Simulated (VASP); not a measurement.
# S (Pm-3m) in VASP: further runs, part 2 of 2

VASP 6.6.1. The steps go on from the part before.

## (4) Single point, PBE

This run uses another cell than the first one, of 17.11 Å³/atom, 1.306 times its volume.

File INCAR:

```
SYSTEM = S
ALGO = Normal
EDIFF = 1E-7
ENCUT = 520
GGA = PE
ISIF = 2
ISMEAR = -1
LASPH = .TRUE.
LCHARG = .TRUE.
LELF = .TRUE.
LREAL = .FALSE.
LVHAR = .TRUE.
LWAVE = .FALSE.
NBANDS = 9
NELM = 80
PREC = Accurate
SIGMA = 0.02
```

File KPOINTS:

```
k-points
0
G
  7 7 7
  0 0 0
```

File POSCAR:

```
S
1.0
    2.5766669604      0.0000000000      0.0000000000
    0.0000000000      2.5766669604      0.0000000000
    0.0000000000      0.0000000000      2.5766669604
S
1
Direct
    0.0000000000      0.0000000000      0.0000000000
```

Potentials or basis: VASP PAW PBE potentials, release 64 (S).

Run with:

```
> cat potpaw_PBE.64/S/POTCAR > POTCAR
> mpirun -np 1 vasp_std > vasp.out
```

OUTCAR:

```text
SYSTEM = S
   EDIFF = 1E-7
   ENCUT = 520
   GGA = PE
   ISIF = 2
   ISMEAR = -1
   LASPH = .TRUE.
   LREAL = .FALSE.
   NELM = 80
   PREC = Accurate

 ion  position               nearest neighbor table
   1  0.000  0.000  0.000-

  LATTYP: Found a simple cubic cell.
 ALAT       =     2.5766669604

  Lattice vectors:

 A1 = (   2.5766669604,   0.0000000000,   0.0000000000)
[... 412 lines left out ...]
      6      13.3513      0.00000
      7      13.3513      0.00000
      8      20.4968      0.00000
      9      32.8512      0.00000

------------------------ aborting loop because EDIFF is reached ----------------------------------------

  FORCE on cell =-STRESS in cart. coord.  units (eV):
  Direction    XX          YY          ZZ          XY          YZ          ZX
  --------------------------------------------------------------------------------------
  -------------------------------------------------------------------------------------
  Total       -0.0127753     -0.0127753     -0.0127753     -0.0000000      0.0000000      0.0000000
  in kB       -1.1964849     -1.1964849     -1.1964849     -0.0000000      0.0000000      0.0000000
  external PRESSURE =      -1.1964849 kB  Pullay stress =       0.0000000 kB

 VOLUME and BASIS-vectors are now :
 -----------------------------------------------------------------------------
  energy-cutoff  :      520.00
  volume of cell :       17.11
      direct lattice vectors                 reciprocal lattice vectors
     2.576666960  0.000000000  0.000000000     0.388098274  0.000000000  0.000000000
     0.000000000  2.576666960  0.000000000     0.000000000  0.388098274  0.000000000
     0.000000000  0.000000000  2.576666960     0.000000000  0.000000000  0.388098274

 POSITION                                       TOTAL-FORCE (eV/Angst)
 -----------------------------------------------------------------------------------
      0.00000      0.00000      0.00000         0.000000      0.000000      0.000000
 -----------------------------------------------------------------------------------
    total drift:                               -0.000000     -0.000000      0.000000

  FREE ENERGIE OF THE ION-ELECTRON SYSTEM (eV)
  ---------------------------------------------------
  free  energy   TOTEN  =        -3.4677563586 eV

  energy  without entropy=       -3.4661718117  energy(sigma->0) =       -3.46696409
```

OSZICAR:

```text
N       E                     dE             d eps       ncg     rms          rms(c)
DAV:   1     0.712335600800E+01    0.71234E+01   -0.30096E+03   368   0.559E+02
DAV:   2    -0.326372851014E+01   -0.10387E+02   -0.99394E+01   497   0.749E+01
DAV:   3    -0.346109788782E+01   -0.19737E+00   -0.19654E+00   416   0.942E+00
DAV:   4    -0.346170445668E+01   -0.60657E-03   -0.60647E-03   519   0.591E-01
DAV:   5    -0.346170639498E+01   -0.19383E-05   -0.19390E-05   426   0.265E-02    0.962E+00
DAV:   6    -0.346510870318E+01   -0.34023E-02   -0.68740E-04   460   0.218E-01    0.577E+00
DAV:   7    -0.346766969897E+01   -0.25610E-02   -0.17257E-03   380   0.336E-01    0.656E-02
DAV:   8    -0.346774006446E+01   -0.70365E-04   -0.71581E-05   409   0.588E-02    0.198E-02
DAV:   9    -0.346775578411E+01   -0.15720E-04   -0.15358E-05   400   0.260E-02    0.625E-03
DAV:  10    -0.346775620210E+01   -0.41799E-06   -0.24671E-06   385   0.908E-03    0.144E-03
DAV:  11    -0.346775633028E+01   -0.12817E-06   -0.95127E-08   441   0.198E-03    0.536E-04
DAV:  12    -0.346775635861E+01   -0.28327E-07   -0.16913E-08   335   0.904E-04
   1 F= -.34677564E+01 E0= -.34669641E+01  d E =-.158455E-02
```

stdout:

```text
POSCAR found type information on POSCAR S
 POSCAR found :  1 types and       1 ions
 scaLAPACK will be used
 LDA part: xc-table for (Slater+PW92), standard interpolation
 POSCAR, INCAR and KPOINTS ok, starting setup
 FFT: planning ... GRIDC
 FFT: planning ... GRID_SOFT
 FFT: planning ... GRID
 WAVECAR not read
 entering main loop
```

Wall time 1.7 s (1 thread of Intel Xeon 6975P-C (Granite Rapids), shared host); peak memory 0.11 GiB.

Results:

```yaml
Free_energy: -3.4678 eV
Pressure: -0.1 GPa
Band_gap_on_the_k_mesh: zero (band 3 reaches 9.95 eV, above the bottom of band 4 at 3.60 eV)
```

Levels at points of the mesh, in eV from the Fermi level:
| k point | band 1 | band 2 | band 3 | band 4 | band 5 | band 6 | band 7 |
| --- | --- | --- | --- | --- | --- | --- | --- |
| (0.00, 0.00, 0.00) | -16.90 | 1.59 | 1.59 | 1.59 | 7.49 | 7.49 | 10.48 |

## (5) Single point, PBE

This run uses another cell than the first one, of 14.48 Å³/atom, 1.105 times its volume.

File INCAR:

```
SYSTEM = S
PREC = Accurate
ENCUT = 520
EDIFF = 1E-6
ISMEAR = -1
SIGMA = 0.02
LREAL = .FALSE.
LASPH = .TRUE.
NELM = 100
ALGO = Normal
ISIF = 2
LWAVE = .FALSE.
LCHARG = .FALSE.
GGA = PE
NBANDS = 9
```

File KPOINTS:

```
Automatic mesh
0
G
  7 7 7
  0 0 0
```

File POSCAR:

```
S
1.0
    2.4375841700      0.0000000000      0.0000000000
    0.0000000000      2.4375841700      0.0000000000
    0.0000000000      0.0000000000      2.4375841700
S
1
Direct
    0.0000000000      0.0000000000      0.0000000000
```

Run with:

```
> cat potpaw_PBE.64/S/POTCAR > POTCAR
> mpirun -np 1 vasp_std > vasp.out
```

Run time: 1.2 s. Hardware: 1 thread of Intel Xeon 6975P-C (Granite Rapids), shared host; peak memory 0.11 GiB.

It converged, with:

- Free energy: -3.3297 eV
- Pressure: 19.8 GPa
- Band gap on the k mesh: zero (band 3 reaches 13.37 eV, above the bottom of band 4 at 5.92 eV)

Levels at points of the mesh, in eV from the Fermi level:
```csv
k point,band 1,band 2,band 3,band 4,band 5,band 6,band 7
"(0.00, 0.00, 0.00)",-18.85,1.87,1.87,1.87,6.74,6.74,11.76
```

Caveat: the k points lie up to 0.37 Å⁻¹ apart.

## (6) Relaxation of cell and atoms, PBE

This run uses another cell than the first one, of 20.35 Å³/atom, 1.553 times its volume.

File INCAR:

```
SYSTEM = S
ALGO = Normal
EDIFF = 1E-6
EDIFFG = -0.01
ENCUT = 600
GGA = PE
IBRION = 2
ISIF = 3
ISMEAR = -1
LASPH = .True.
LCHARG = .False.
LREAL = .False.
LWAVE = .False.
NELM = 60
NSW = 80
PREC = Accurate
SIGMA = 0.02
```

File KPOINTS:

```
k-points
0
Gamma
  7 7 7
  0 0 0
```

File POSCAR:

```
S
1.0
    2.7300000000      0.0000000000      0.0000000000
    0.0000000000      2.7300000000      0.0000000000
    0.0000000000      0.0000000000      2.7300000000
S
1
Direct
    0.0000000000      0.0000000000      0.0000000000
```

Potentials or basis: VASP PAW PBE potentials, release 64 (S).

Run with:

```
> cat potpaw_PBE.64/S/POTCAR > POTCAR
> mpirun -np 1 vasp_std > vasp.out
```

Wall time 2.8 s (1 thread of Intel Xeon 6975P-C (Granite Rapids), shared host); peak memory 0.13 GiB.

The run converged. Its results:

```yaml
Free_energy: -3.4681 eV
Relaxed_volume: 17.08 Å³/atom
Relaxed_cell: a = 2.575 Å, b = 2.575 Å, c = 2.575 Å, α = 90.00°, β = 90.00°, γ = 90.00°
Space_group_after_relaxing_to_0.05_Å: Pm-3m (No. 221)
Energy_gained_by_relaxing: 121.3 meV/atom
Ionic_steps: 3
Pressure_after_relaxing: 0.1 GPa
Band_gap_on_the_k_mesh: zero (band 3 reaches 9.98 eV, above the bottom of band 4 at 3.62 eV)
```

Step by step:
```
step  energy change (eV)  largest force (eV/Å)  pressure (GPa)  volume (Å³)
   1              0.0000                0.0000          -10.20        20.35
   2             -0.1196                0.0000            1.71        16.76
   3             -0.1213                0.0000            0.05        17.08
```

Final structure:
```xyz
1
Lattice="2.5754 0.0000 0.0000 0.0000 2.5754 0.0000 0.0000 0.0000 2.5754" Properties=species:S:1:pos:R:3 pbc="T T T"
S     0.0000    0.0000    0.0000
```

Levels at points of the mesh, in eV from the Fermi level:
| k point | band 1 | band 2 | band 3 | band 4 | band 5 | band 6 | band 7 |
| --- | --- | --- | --- | --- | --- | --- | --- |
| (0.00, 0.00, 0.00) | -16.91 | 1.60 | 1.60 | 1.60 | 7.48 | 7.48 | 10.49 |

Caveat: the volume moved by over 15 % at a fixed basis, so the end points are rough.

## (7) The runs side by side

```csv
task,cell,cutoff (eV),gap on the mesh (eV),pressure (GPa)
single point,"a = 2.358 Å, 1 atom",520,none,39.6
single point,"a = 2.299 Å, 1 atom",520,none,59.5
single point,"a = 2.577 Å, 1 atom",520,none,-0.1
single point,"a = 2.438 Å, 1 atom",520,none,19.8
relaxation of cell and atoms,"relaxed from a = 2.730 Å, 1 atom",600,none,0.1
```

Alike in all rows: level PBE; potentials or basis VASP PAW PBE potentials, release 64 (S); no spin polarisation; k mesh 7 × 7 × 7; smearing fermi-dirac 0.02 eV.

Caveats: some runs use coarse meshes; the volume moved by over 15 % at a fixed basis, so the end points are rough (some runs).

Absolute energies hang on the potentials; compare differences alone.
